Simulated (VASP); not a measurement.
# TiSn (Fm-3m) in VASP: further runs

Runs on TiSn. Level: PBE. Tasks: relaxation of cell and atoms, single point.

Everything below comes from runs of VASP 6.6.1. Logs are shortened: lines on timing, memory, paths and dates and some standing lists are left out, and cuts for length are marked.

## 1. The cell of the first run

It takes space group Fm-3m (No. 225, cubic). Conventional cell: a = 5.545 Å, b = 5.545 Å, c = 5.545 Å, α = 90.00°, β = 90.00°, γ = 90.00°. Ti (site symmetry m-3m) has 6 Sn at 2.77 Å within 3.7 Å. Sn (site symmetry m-3m) has 6 Ti at 2.77 Å within 3.7 Å.

## 2. Relaxation of cell and atoms, PBE

INCAR

```
SYSTEM = TiSn
PREC     = Accurate       ! precision mode
ENCUT    = 600            ! plane-wave cutoff, eV
EDIFF    = 1E-6           ! SCF threshold, eV
ISMEAR   = 0              ! smearing method
SIGMA    = 0.1            ! smearing width, eV
LREAL    = .False.        ! projectors in reciprocal space
LASPH    = .True.         ! aspherical terms in the spheres
NELM     = 80             ! most SCF steps
ALGO     = Normal         ! electronic algorithm
ISIF     = 3              ! what is computed and relaxed
LWAVE    = .False.        ! write WAVECAR
LCHARG   = .False.        ! write CHGCAR
GGA      = PE             ! functional
IBRION   = 2              ! ionic algorithm
NSW      = 90             ! ionic steps
EDIFFG   = -0.04          ! ionic threshold
```

KPOINTS

```
regular mesh
0
Gamma
  6 6 6
  0 0 0
```

POSCAR

```
TiSn
1.0
    0.0000000000      2.7727163500      2.7727163500
    2.7727163500      0.0000000000      2.7727163500
    2.7727163500      2.7727163500      0.0000000000
Ti Sn
1 1
Direct
    0.5000000000      0.5000000000      0.5000000000
    0.0000000000      0.0000000000      0.0000000000
```

Potentials or basis: VASP PAW PBE potentials, release 64 (Ti_sv, Sn_d).

On the command line:

```sh
$ cat potpaw_PBE.64/Ti_sv/POTCAR potpaw_PBE.64/Sn_d/POTCAR > POTCAR
$ mpirun -np 1 vasp_std > vasp.out
```

OUTCAR:

```text
SYSTEM = TiSn
   PREC = Accurate
   ENCUT = 600
   EDIFF = 1E-6
   ISMEAR = 0
   LREAL = .False.
   LASPH = .True.
   NELM = 80
   ISIF = 3
   GGA = PE
   IBRION = 2
   NSW = 90
   EDIFFG = -0.04

 ion  position               nearest neighbor table
   1  0.500  0.500  0.500-   2 2.77   2 2.77   2 2.77   2 2.77   2 2.77   2 2.77
   2  0.000  0.000  0.000-   1 2.77   1 2.77   1 2.77   1 2.77   1 2.77   1 2.77

  LATTYP: Found a face centered cubic cell.
 ALAT       =     5.5454327000

  Lattice vectors:

 A1 = (   0.0000000000,   2.7727163500,   2.7727163500)
 A2 = (   2.7727163500,   0.0000000000,   2.7727163500)
 A3 = (   2.7727163500,   2.7727163500,   0.0000000000)

Analysis of symmetry for initial positions (statically):
=====================================================================
 Subroutine PRICEL returns:
 Original cell was already a primitive cell.

 Routine SETGRP: Setting up the symmetry group for a
 face centered cubic supercell.

 Subroutine GETGRP returns: Found 48 space group operations
 (whereof 48 operations were pure point group operations)
 out of a pool of 48 trial point group operations.

The static configuration has the point symmetry O_h .

Analysis of symmetry for dynamics (positions and initial velocities):
=====================================================================
 Subroutine PRICEL returns:
 Original cell was already a primitive cell.

 Routine SETGRP: Setting up the symmetry group for a
 face centered cubic supercell.

 Subroutine GETGRP returns: Found 48 space group operations
 (whereof 48 operations were pure point group operations)
 out of a pool of 48 trial point group operations.

The dynamic configuration has the point symmetry O_h .

 Subroutine INISYM returns: Found 48 space group operations
 (whereof 48 operations are pure point group operations),
 and found     1 'primitive' translations

----------------------------------------------------------------------------------------

                                     Primitive cell

  volume of cell :      42.6330

  direct lattice vectors                    reciprocal lattice vectors
[... 62 lines left out ...]
   total plane-waves  NPLWV =  32768
   dimension x,y,z NGX =    32 NGY =   32 NGZ =   32
   dimension x,y,z NGXF=    64 NGYF=   64 NGZF=   64
   ions per type =               1   1
   NGX,Y,Z   is equivalent  to a cutoff of  13.57, 13.57, 13.57 a.u.
   NGXF,Y,Z  is equivalent  to a cutoff of  27.13, 27.13, 27.13 a.u.
 SYSTEM =  TiSn
   PREC   = accura    normal or accurate (medium, high low for compatibility)
   ISTART =      0    job   : 0-new  1-cont  2-samecut
   ICHARG =      2    charge: 1-file 2-atom 10-const
   ISPIN  =      1    spin polarized calculation?
   LNONCOLLINEAR =      F non collinear calculations
   LSORBIT =      F    spin-orbit coupling
   LASPH  =      T    aspherical Exc in radial PAW
   ENCUT  =  600.0 eV  44.10 Ry    6.64 a.u.   7.83  7.83  7.83*2*pi/ulx,y,z
   NELM   =     80;   NELMIN=  2; NELMDL= -5     # of ELM steps
   EDIFF  = 0.1E-05   stopping-criterion for ELM
   LREAL  =      F    real-space projection
   EDIFFG = -.4E-01   stopping-criterion for IOM
   NSW    =     90    number of steps for IOM
   IBRION =      2    ionic relax: 0-MD 1-quasi-New 2-CG
   NFREE  =      1    steps in history (QN), initial steepest desc. (CG)
   ISIF   =      3    stress and relaxation
   ISYM   =      2    0-nonsym 1-usesym 2-fastsym
   POTIM  = 0.5000    time-step for ionic-motion
   TEBEG  =    0.0;   TEEND  =   0.0 temperature during run
   PSTRESS=    0.0 pullay stress
   NELECT =      26.0000    total number of electrons
   NUPDOWN=      -1.0000    fix difference up-down
   EMIN   =  10.00;   EMAX   =-10.00  energy-range for DOS
   EFERMI =   0.00;   METHOD = LEGACY
   ISMEAR =     0;   SIGMA  =   0.10  broadening in eV -4-tet -1-fermi 0-gaus
   EFERMI_NEDOS =   21; number of points for ismear=-14 and -15
   IALGO  =     38    algorithm
   IMIX   =      4    mixing-type and parameters
     AMIX     =   0.40;   BMIX     =  1.00
     AMIX_MAG =   1.60;   BMIX_MAG =  1.00
  volume/ion in A,a.u.               =      21.32       143.85
  Fermi-wavevector in a.u.,A,eV,Ry     =   1.388302  2.623510 26.223617  1.927381
  Thomas-Fermi vector in A             =   2.512441
   LORBIT       =      0    0 simple, 1 ext, 2 COOP (PROOUT), +10 PAW based schemes
   GGA     = PE    functional components
   LHFCALC =     F    Hartree Fock is set to
   AEXX    =    0.0000 exact exchange contribution
   IVDW    =     0    specifies the selected vdW correction
   LEPSILON=     F    determine dielectric tensor
   LRPA    =     F    only Hartree local field effects (RPA)
 conjugate gradient relaxation of ions
 non-spin polarized calculation
 Gauss-broadening in eV      SIGMA  =   0.10
  energy-cutoff  :      600.00
  volume of cell :       42.63
 maximum number of plane-waves:      1435
   NGX = 15   NGY = 15   NGZ = 15

--------------------------------------- Ionic step        1  -------------------------------------------

 number of electron      25.9999993 magnetization

 Free energy of the ion-electron system (eV)
  ---------------------------------------------------
  ext. energy  EPLUGINS =         0.00000000
  ---------------------------------------------------
  free energy    TOTEN  =       -11.78981853 eV

  energy without entropy =      -11.78472073  energy(sigma->0) =      -11.78726963

------------------------ aborting loop because EDIFF is reached ----------------------------------------

  FORCE on cell =-STRESS in cart. coord.  units (eV):
  Direction    XX          YY          ZZ          XY          YZ          ZX
  --------------------------------------------------------------------------------------
  -------------------------------------------------------------------------------------
  Total        0.7046777      0.7046777      0.7046777      0.0000000     -0.0000000     -0.0000000
  in kB       26.4822455     26.4822455     26.4822455      0.0000000     -0.0000000     -0.0000000
  external PRESSURE =      26.4822455 kB  Pullay stress =       0.0000000 kB
[... 59 lines left out ...]
--------------------------------------- Ionic step        3  -------------------------------------------

 number of electron      25.9999996 magnetization

 Free energy of the ion-electron system (eV)
  ---------------------------------------------------
  ext. energy  EPLUGINS =         0.00000000
  ---------------------------------------------------
  free energy    TOTEN  =       -11.80010715 eV

  energy without entropy =      -11.79500900  energy(sigma->0) =      -11.79755807

 E-fermi :   8.1534     XC(G=0): -10.8253

 val. band max:        8.1189021887   @ k =   0.1667   0.1667   0.0000
 cond. band min:       8.3082381511   @ k =   0.0000   0.0000   0.0000
 fundamental gap:      0.1893359624
 Fermi energy:         8.1533844178

 k-point     1 :       0.0000    0.0000    0.0000
  band No.  band energies     occupation
      1     -49.1114      2.00000
      2     -25.3759      2.00000
      3     -25.3759      2.00000
      4     -25.3759      2.00000
      5     -12.6898      2.00000
      6     -12.6898      2.00000
[... 338 lines left out ...]
  FREE ENERGIE OF THE ION-ELECTRON SYSTEM (eV)
  ---------------------------------------------------
  free  energy   TOTEN  =       -11.8001071483 eV

  energy  without entropy=      -11.7950089970  energy(sigma->0) =      -11.79755807

 reached required accuracy - stopping structural energy minimisation
```

CONTCAR:

```text
TiSn
   1.00000000000000
     0.0000000000000000    2.8002425198762606    2.8002425198762606
     2.8002425198762606   -0.0000000000000000    2.8002425198762606
     2.8002425198762606    2.8002425198762606   -0.0000000000000000
  Ti              Sn
     1     1
Direct
     0.5000000000000000    0.5000000000000000    0.5000000000000000
     0.0000000000000000    0.0000000000000000    0.0000000000000000

  0.00000000E+00  0.00000000E+00  0.00000000E+00
  0.00000000E+00  0.00000000E+00  0.00000000E+00
```

Wall time 22 s (1 thread of Intel Xeon 6975P-C, shared host); peak memory 0.19 GiB.

Results:

* Free energy: -11.8001 eV
* Relaxed volume: 21.96 Å³/atom
* Relaxed cell: a = 3.960 Å, b = 3.960 Å, c = 3.960 Å, α = 60.00°, β = 60.00°, γ = 60.00°
* Space group after relaxing (to 0.05 Å): Fm-3m (No. 225)
* Energy gained by relaxing: 5.1 meV/atom
* Ionic steps: 3
* Pressure after relaxing: 0.0 GPa
* Band gap on the k mesh: zero (band 13 reaches 8.38 eV, above the bottom of band 14 at 8.09 eV)

The path:
| step | energy change (eV) | largest force (eV/Å) | pressure (GPa) | volume (Å³) |
| --- | --- | --- | --- | --- |
| 1 | 0.0000 | 0.0000 | 2.65 | 42.63 |
| 2 | -0.0054 | 0.0000 | -1.66 | 44.84 |
| 3 | -0.0103 | 0.0000 | -0.01 | 43.92 |

Final structure:
```
Ti Sn
1.0
     0.00000    2.80024    2.80024
     2.80024    0.00000    2.80024
     2.80024    2.80024    0.00000
Ti Sn
1 1
Direct
  0.50000 0.50000 0.50000
  0.00000 0.00000 0.00000
```

Caveat: spin-orbit coupling is left out, which moves the levels of the heavy elements.

## 3. Single point, PBE, collinear spin, ferromagnetic start

This run uses another cell than the first one, of 21.99 Å³/atom, 1.031 times its volume.

INCAR

```
SYSTEM = TiSn
ALGO = Normal ; EDIFF = 1E-6
ENCUT = 520 ; GGA = PE
ISIF = 2 ; ISMEAR = 0
ISPIN = 2 ; LASPH = .True.
LCHARG = .False. ; LMAXMIX = 4
LORBIT = 11 ; LREAL = .False.
LWAVE = .False. ; MAGMOM = 1 0
NBANDS = 24 ; NELM = 150
PREC = Accurate ; SIGMA = 0.1
```

KPOINTS

```
k-points
0
Gamma
  6 6 6
  0 0 0
```

POSCAR

```
TiSn
1.0
    0.0000000000      2.8014640301      2.8014640301
    2.8014640301      0.0000000000      2.8014640301
    2.8014640301      2.8014640301      0.0000000000
Ti Sn
1 1
Direct
    0.5000000000      0.5000000000      0.5000000000
    0.0000000000      0.0000000000      0.0000000000
```

Potentials or basis: VASP PAW PBE potentials, release 64 (Ti_sv, Sn_d).

On the command line:

```sh
$ cat potpaw_PBE.64/Ti_sv/POTCAR potpaw_PBE.64/Sn_d/POTCAR > POTCAR
$ mpirun -np 1 vasp_std > vasp.out
```

Wall time 26 s (1 thread of Intel Xeon 6975P-C, shared host); peak memory 0.2 GiB.

Results (log left out):

* Free energy: -11.8004 eV
* Pressure: -0.1 GPa
* Band gap on the k mesh: zero (filled and empty bands overlap)
* Net moment: 0.00 μB per cell
* Valence electrons inside the program's atomic spheres: Ti 10.17; Sn 12.51

Levels at points of the mesh, in eV from the Fermi level:
Spin up:
| k point | band 9 | band 10 | band 11 | band 12 | band 13 | band 14 | band 15 | band 16 | band 17 | band 18 |
| --- | --- | --- | --- | --- | --- | --- | --- | --- | --- | --- |
| (0.00, 0.00, 0.00) | -20.78 | -9.63 | 0.15 | 0.15 | 0.15 | 0.50 | 0.50 | 3.37 | 3.37 | 3.37 |
| (0.50, 0.00, 0.00) | -20.75 | -7.00 | -4.56 | -1.40 | -1.40 | 1.02 | 1.02 | 1.48 | 5.35 | 6.31 |
| (0.50, 0.50, 0.00) | -20.73 | -6.91 | -3.32 | -0.92 | 0.22 | 0.22 | 0.90 | 1.35 | 1.35 | 2.09 |
Spin down:
| k point | band 11 | band 12 | band 13 | band 14 | band 15 | band 16 |
| --- | --- | --- | --- | --- | --- | --- |
| (0.00, 0.00, 0.00) | 0.15 | 0.15 | 0.15 | 0.50 | 0.50 | 3.37 |
| (0.50, 0.00, 0.00) | -4.56 | -1.40 | -1.40 | 1.02 | 1.02 | 1.48 |
| (0.50, 0.50, 0.00) | -3.32 | -0.92 | 0.22 | 0.22 | 0.90 | 1.35 |

Caveat: spin-orbit coupling is left out, which moves the levels of the heavy elements.
